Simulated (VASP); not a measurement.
# Ga (P6_3/mmc) in VASP: a series of runs

The runs below take Ga through relaxation of cell and atoms, single point, with PBEsol.

Program: VASP 6.6.1. These are calculated values, not measurements. Logs are shortened: lines on timing, memory, paths and dates and some standing lists are left out, and cuts for length are marked.

### 1 The cell of the first run

The structure is hexagonal, space group P6_3/mmc (No. 194). The conventional cell has a = 4.409 Å, b = 4.409 Å, c = 5.064 Å, α = 90.00°, β = 90.00°, γ = 120.00°. Ga (site symmetry -6m2) has 5 Ga at 2.53 to 2.55 Å within 3.3 Å. Ga (site symmetry -6m2) has 3 Ga at 2.55 Å within 3.4 Å.

This isn't the form of Ga at room conditions, which is orthorhombic.

### 2 Relaxation of cell and atoms, PBEsol

Contents of INCAR:

```
PREC = Accurate ; ENCUT = 600
EDIFF = 1E-6 ; ISMEAR = 0
SIGMA = 0.1 ; LREAL = F
LASPH = T ; NELM = 100
ALGO = Normal ; ISIF = 3
LWAVE = F ; LCHARG = F
GGA = PS ; IBRION = 2
NSW = 90 ; EDIFFG = -0.04
```

Contents of KPOINTS:

```
regular mesh
0
Gamma
  6 6 4
```

Contents of POSCAR:

```
Ga
1.0
    4.4091343494      0.0000000000      0.0000000000
   -2.2045671747      3.8184223553      0.0000000000
    0.0000000000      0.0000000000      5.0637171322
Ga
4
Direct
    0.0000000000      0.0000000000      0.2500000000
    0.0000000000      0.0000000000      0.7500000000
    0.3333333333      0.6666666667      0.7500000000
    0.6666666667      0.3333333333      0.2500000000
```

Potentials or basis: VASP PAW PBE potentials, release 64 (Ga_d).

The run is started by

```sh
$ cat potpaw_PBE.64/Ga_d/POTCAR > POTCAR
$ mpirun -np 1 vasp_std > vasp.out
```

OUTCAR:

```text
PREC = Accurate
   ENCUT = 600
   EDIFF = 1E-6
   ISMEAR = 0
   LREAL = F
   LASPH = T
   NELM = 100
   ISIF = 3
   GGA = PS
   IBRION = 2
   NSW = 90
   EDIFFG = -0.04

 ion  position               nearest neighbor table
   1  0.000  0.000  0.250-   2 2.53   2 2.53   4 2.55   4 2.55   4 2.55
   2  0.000  0.000  0.750-   1 2.53   1 2.53   3 2.55   3 2.55   3 2.55
   3  0.333  0.667  0.750-   2 2.55   2 2.55   2 2.55
   4  0.667  0.333  0.250-   1 2.55   1 2.55   1 2.55

  LATTYP: Found a hexagonal cell.
 ALAT       =     4.4091343494
 C/A-ratio  =     1.1484606118

  Lattice vectors:

 A1 = (   4.4091343494,   0.0000000000,   0.0000000000)
 A2 = (  -2.2045671747,   3.8184223553,   0.0000000000)
 A3 = (   0.0000000000,   0.0000000000,   5.0637171322)

Analysis of symmetry for initial positions (statically):
=====================================================================
 Subroutine PRICEL returns:
 Original cell was already a primitive cell.

 Routine SETGRP: Setting up the symmetry group for a
 hexagonal supercell.

 Subroutine GETGRP returns: Found 24 space group operations
 (whereof 12 operations were pure point group operations)
 out of a pool of 24 trial point group operations.

The static configuration has the point symmetry D_3d.
 The point group associated with its full space group is D_6h.

Analysis of symmetry for dynamics (positions and initial velocities):
=====================================================================
 Subroutine PRICEL returns:
 Original cell was already a primitive cell.

 Routine SETGRP: Setting up the symmetry group for a
 hexagonal supercell.

 Subroutine GETGRP returns: Found 24 space group operations
 (whereof 12 operations were pure point group operations)
 out of a pool of 24 trial point group operations.

The dynamic configuration has the point symmetry D_3d.
 The point group associated with its full space group is D_6h.

 Subroutine INISYM returns: Found 24 space group operations
 (whereof 12 operations are pure point group operations),
 and found     1 'primitive' translations

----------------------------------------------------------------------------------------

                                     Primitive cell

  volume of cell :      85.2524

  direct lattice vectors                    reciprocal lattice vectors
     4.409134349  0.000000000  0.000000000     0.226801889  0.130944132  0.000000000
    -2.204567175  3.818422355  0.000000000     0.000000000  0.261888264  0.000000000
     0.000000000  0.000000000  5.063717132     0.000000000  0.000000000  0.197483385

  length of vectors
     4.409134349  4.409134349  5.063717132     0.261888264  0.261888264  0.197483385

  position of ions in fractional coordinates (direct lattice)
     0.000000000  0.000000000  0.250000000
     0.000000000  0.000000000  0.750000000
     0.333333333  0.666666667  0.750000000
     0.666666667  0.333333333  0.250000000

  ion indices of the primitive-cell ions
   primitive index   ion index
                 1           1
                 2           2
                 3           3
                 4           4

----------------------------------------------------------------------------------------

 KPOINTS: regular mesh

Automatic generation of k-mesh.
 Grid dimensions read from file:
 generate k-points for:    6    6    4

 Generating k-lattice:

  Cartesian coordinates                     Fractional coordinates (reciprocal lattice)
     0.037800315  0.021824022  0.000000000     0.166666667  0.000000000  0.000000000
     0.000000000  0.043648044  0.000000000     0.000000000  0.166666667  0.000000000
     0.000000000  0.000000000  0.049370846     0.000000000  0.000000000  0.250000000

  Length of vectors
     0.043648044  0.043648044  0.049370846

  Shift w.r.t. Gamma in fractional coordinates (k-lattice)
     0.000000000  0.000000000  0.000000000

 Subroutine IBZKPT returns following result:
 ===========================================

 Found     21 irreducible k-points:

 Following reciprocal coordinates:
            Coordinates               Weight
  0.000000  0.000000  0.000000      1.000000
  0.166667  0.000000  0.000000      6.000000
  0.333333 -0.000000  0.000000      6.000000
  0.500000 -0.000000  0.000000      3.000000
  0.166667  0.166667  0.000000      6.000000
  0.333333  0.166667  0.000000     12.000000
[... 13 lines left out ...]
  0.333333  0.166667  0.500000     12.000000
  0.333333  0.333333  0.500000      2.000000
   k-points           NKPTS =     21   k-points in BZ     NKDIM =     21   number of bands    NBANDS=     31
   number of dos      NEDOS =    301   number of ions     NIONS =      4
   total plane-waves  NPLWV =  51840
   dimension x,y,z NGX =    36 NGY =   36 NGZ =   40
   dimension x,y,z NGXF=    72 NGYF=   72 NGZF=   80
   ions per type =               4
   NGX,Y,Z   is equivalent  to a cutoff of  13.57, 13.57, 13.13 a.u.
   NGXF,Y,Z  is equivalent  to a cutoff of  27.15, 27.15, 26.26 a.u.
 SYSTEM =  unknown system
   PREC   = accura    normal or accurate (medium, high low for compatibility)
   ISTART =      0    job   : 0-new  1-cont  2-samecut
   ICHARG =      2    charge: 1-file 2-atom 10-const
   ISPIN  =      1    spin polarized calculation?
   LNONCOLLINEAR =      F non collinear calculations
   LSORBIT =      F    spin-orbit coupling
   LASPH  =      T    aspherical Exc in radial PAW
   ENCUT  =  600.0 eV  44.10 Ry    6.64 a.u.   8.81  8.81 10.11*2*pi/ulx,y,z
   NELM   =    100;   NELMIN=  2; NELMDL= -5     # of ELM steps
   EDIFF  = 0.1E-05   stopping-criterion for ELM
   LREAL  =      F    real-space projection
   EDIFFG = -.4E-01   stopping-criterion for IOM
   NSW    =     90    number of steps for IOM
   IBRION =      2    ionic relax: 0-MD 1-quasi-New 2-CG
   NFREE  =      1    steps in history (QN), initial steepest desc. (CG)
   ISIF   =      3    stress and relaxation
   ISYM   =      2    0-nonsym 1-usesym 2-fastsym
   POTIM  = 0.5000    time-step for ionic-motion
   TEBEG  =    0.0;   TEEND  =   0.0 temperature during run
   PSTRESS=    0.0 pullay stress
   NELECT =      52.0000    total number of electrons
   NUPDOWN=      -1.0000    fix difference up-down
   EMIN   =  10.00;   EMAX   =-10.00  energy-range for DOS
   EFERMI =   0.00;   METHOD = LEGACY
   ISMEAR =     0;   SIGMA  =   0.10  broadening in eV -4-tet -1-fermi 0-gaus
   EFERMI_NEDOS =   21; number of points for ismear=-14 and -15
   IALGO  =     38    algorithm
   IMIX   =      4    mixing-type and parameters
     AMIX     =   0.40;   BMIX     =  1.00
     AMIX_MAG =   1.60;   BMIX_MAG =  1.00
  volume/ion in A,a.u.               =      21.31       143.83
  Fermi-wavevector in a.u.,A,eV,Ry     =   1.388376  2.623650 26.226418  1.927587
  Thomas-Fermi vector in A             =   2.512508
   LORBIT       =      0    0 simple, 1 ext, 2 COOP (PROOUT), +10 PAW based schemes
   GGA     = PS    functional components
   LHFCALC =     F    Hartree Fock is set to
   AEXX    =    0.0000 exact exchange contribution
   IVDW    =     0    specifies the selected vdW correction
   LEPSILON=     F    determine dielectric tensor
   LRPA    =     F    only Hartree local field effects (RPA)
 conjugate gradient relaxation of ions
 non-spin polarized calculation
 Gauss-broadening in eV      SIGMA  =   0.10
  energy-cutoff  :      600.00
  volume of cell :       85.25
 maximum number of plane-waves:      2895
 NGX is ok and might be reduce to    36

--------------------------------------- Ionic step        1  -------------------------------------------

 number of electron      52.0000042 magnetization

 Free energy of the ion-electron system (eV)
  ---------------------------------------------------
  ext. energy  EPLUGINS =         0.00000000
  ---------------------------------------------------
  free energy    TOTEN  =       -12.66034188 eV

  energy without entropy =      -12.65346501  energy(sigma->0) =      -12.65690345

------------------------ aborting loop because EDIFF is reached ----------------------------------------

  FORCE on cell =-STRESS in cart. coord.  units (eV):
  Direction    XX          YY          ZZ          XY          YZ          ZX
  --------------------------------------------------------------------------------------
  -------------------------------------------------------------------------------------
  Total       -0.3630367     -0.3630367      1.0080879      0.0000000      0.0000000      0.0000000
  in kB       -6.8226707     -6.8226707     18.9453338      0.0000000      0.0000000      0.0000000
  external PRESSURE =       1.7666641 kB  Pullay stress =       0.0000000 kB

 VOLUME and BASIS-vectors are now :
 -----------------------------------------------------------------------------
  energy-cutoff  :      600.00
  volume of cell :       85.25
      direct lattice vectors                 reciprocal lattice vectors
     4.409134349  0.000000000  0.000000000     0.226801889  0.130944132  0.000000000
    -2.204567175  3.818422355  0.000000000     0.000000000  0.261888264  0.000000000
     0.000000000  0.000000000  5.063717132     0.000000000  0.000000000  0.197483385
[... 39 lines left out ...]
 POSITION                                       TOTAL-FORCE (eV/Angst)
 -----------------------------------------------------------------------------------
     -2.19491      3.80170      1.28132        -0.000000     -0.000000     -0.000000
      4.38983      0.00000      3.84396         0.000000      0.000000      0.000000
     -0.00000      2.53447      3.84396         0.000000     -0.000000     -0.000000
      2.19491      1.26723      1.28132        -0.000000      0.000000      0.000000
 -----------------------------------------------------------------------------------
    total drift:                               -0.000000      0.000000     -0.000000

  FREE ENERGIE OF THE ION-ELECTRON SYSTEM (eV)
  ---------------------------------------------------
  free  energy   TOTEN  =       -12.6728976750 eV

  energy  without entropy=      -12.6690867702  energy(sigma->0) =      -12.67099222

--------------------------------------- Ionic step        3  -------------------------------------------

 number of electron      51.9999998 magnetization

 Free energy of the ion-electron system (eV)
  ---------------------------------------------------
  ext. energy  EPLUGINS =         0.00000000
  ---------------------------------------------------
  free energy    TOTEN  =       -12.67604931 eV

  energy without entropy =      -12.67192818  energy(sigma->0) =      -12.67398874

 E-fermi :   4.1377     XC(G=0): -10.3470

 val. band max:        4.0433168604   @ k =   0.0000   0.0000   0.2500
 cond. band min:       4.1807063657   @ k =   0.0000   0.0000   0.5000
 fundamental gap:      0.1373895053
 Fermi energy:         4.1377233724

 k-point     1 :       0.0000    0.0000    0.0000
  band No.  band energies     occupation
      1     -11.0723      2.00000
      2     -10.8581      2.00000
      3     -10.8581      2.00000
      4     -10.8414      2.00000
      5     -10.7502      2.00000
      6     -10.7502      2.00000
[... 725 lines left out ...]
 POSITION                                       TOTAL-FORCE (eV/Angst)
 -----------------------------------------------------------------------------------
      0.00000      0.00000      1.29129        -0.000000      0.000000     -0.000000
     -0.00000      0.00000      3.87387         0.000000     -0.000000     -0.000000
     -0.00000      2.52725      3.87387        -0.000000      0.000000      0.000000
      2.18866      1.26363      1.29129        -0.000000      0.000000     -0.000000
 -----------------------------------------------------------------------------------
    total drift:                               -0.000000      0.000000     -0.000000

  FREE ENERGIE OF THE ION-ELECTRON SYSTEM (eV)
  ---------------------------------------------------
  free  energy   TOTEN  =       -12.6760493072 eV

  energy  without entropy=      -12.6719281825  energy(sigma->0) =      -12.67398874

 reached required accuracy - stopping structural energy minimisation
```

It took 89 s on 1 thread of Intel Xeon 6975P-C (Granite Rapids), shared host; peak memory 0.24 GiB.

Results:

```
Free energy                           : -12.6760 eV
Relaxed volume                        : 21.43 Å³/atom
Relaxed cell                          : a = 4.377 Å, b = 4.377 Å, c = 5.165 Å, α = 90.00°, β = 90.00°, γ = 120.00°
Space group after relaxing (to 0.1 Å) : P6_3/mmc (No. 194)
Energy gained by relaxing             : 3.9 meV/atom
Ionic steps                           : 3
Pressure after relaxing               : -0.2 GPa
Band gap on the k mesh                : zero (bands 26 and 27 overlap by 1.75 eV)
```

Stress tensor (GPa, compression positive):
```
-0.30  0.00  0.00
 0.00 -0.30  0.00
 0.00  0.00 -0.02
```

Step by step:
| step | energy change (eV) | largest force (eV/Å) | pressure (GPa) | volume (Å³) |
| --- | --- | --- | --- | --- |
| 1 | 0.0000 | 0.0000 | 0.18 | 85.25 |
| 2 | -0.0126 | 0.0000 | -0.10 | 85.53 |
| 3 | -0.0157 | 0.0000 | -0.20 | 85.71 |

Final structure:
```
Ga
1.0
     4.37733    0.00000    0.00000
    -2.18866    3.79088    0.00000
     0.00000    0.00000    5.16516
Ga
4
Cartesian
  0.0000 0.0000 1.2913
  0.0000 0.0000 3.8739
  0.0000 2.5273 3.8739
  2.1887 1.2636 1.2913
```

Caveat: the PAW data sets were made with another functional, which shifts forces and pressure a little.

### 3 Single point, PBEsol

This run uses another cell than the first one, of the same volume but with other edges.

Contents of INCAR:

```
SYSTEM = Ga
PREC = Accurate
ENCUT = 520
EDIFF = 1E-6
ISMEAR = 0
SIGMA = 0.1
LREAL = .False.
LASPH = .True.
NELM = 80
ALGO = Fast
ISIF = 2
LWAVE = .False.
LCHARG = .False.
GGA = PS
NBANDS = 34
```

Contents of KPOINTS:

```
regular mesh
0
Gamma
  12 12 10
  0 0 0
```

Contents of POSCAR:

```
Ga
1.0
    4.3431424030      0.0000000000      0.0000000000
   -2.1715712015      3.7612716532      0.0000000000
    0.0000000000      0.0000000000      5.2195039253
Ga
4
Direct
    0.0000000000      0.0000000000      0.2500000000
    0.0000000000      0.0000000000      0.7500000000
    0.3333333333      0.6666666667      0.7500000000
    0.6666666667      0.3333333333      0.2500000000
```

Potentials or basis: VASP PAW PBE potentials, release 64 (Ga_d).

The run is started by

```sh
$ cat potpaw_PBE.64/Ga_d/POTCAR > POTCAR
$ mpirun -np 1 vasp_std > vasp.out
```

Run time: 2.3 min. Hardware: 1 thread of Intel Xeon 6975P-C (Granite Rapids), shared host; peak memory 0.35 GiB.

It converged, with:

| Property | Result |
| --- | --- |
| Free energy | -12.7074 eV |
| Pressure | -0.1 GPa |
| Band gap on the k mesh | zero (bands 26 and 27 overlap by 1.93 eV) |

Levels at points of the mesh, in eV from the Fermi level:
```
           k point  band 22  band 23  band 24  band 25  band 26  band 27  band 28  band 29  band 30  band 31
(0.00, 0.00, 0.00)    -6.03    -3.76    -0.42    -0.31    -0.31     1.10     1.10     2.18     4.34     4.90
(0.50, 0.00, 0.00)    -7.19    -4.06    -3.39    -2.26    -1.95     0.25     0.98     1.37     3.68     4.41
(0.00, 0.00, 0.50)    -9.15     0.18     0.18     0.65     0.65     0.65     0.65     2.08     2.08     4.09
(0.50, 0.00, 0.50)    -7.22    -5.72    -5.72    -0.92    -0.92     0.41     0.41     4.01     4.01     6.30
```

Caveat: the PAW data sets were made with another functional, which shifts forces and pressure a little.

The gap in the log of VASP goes by the Fermi energy; the results here count the filled bands.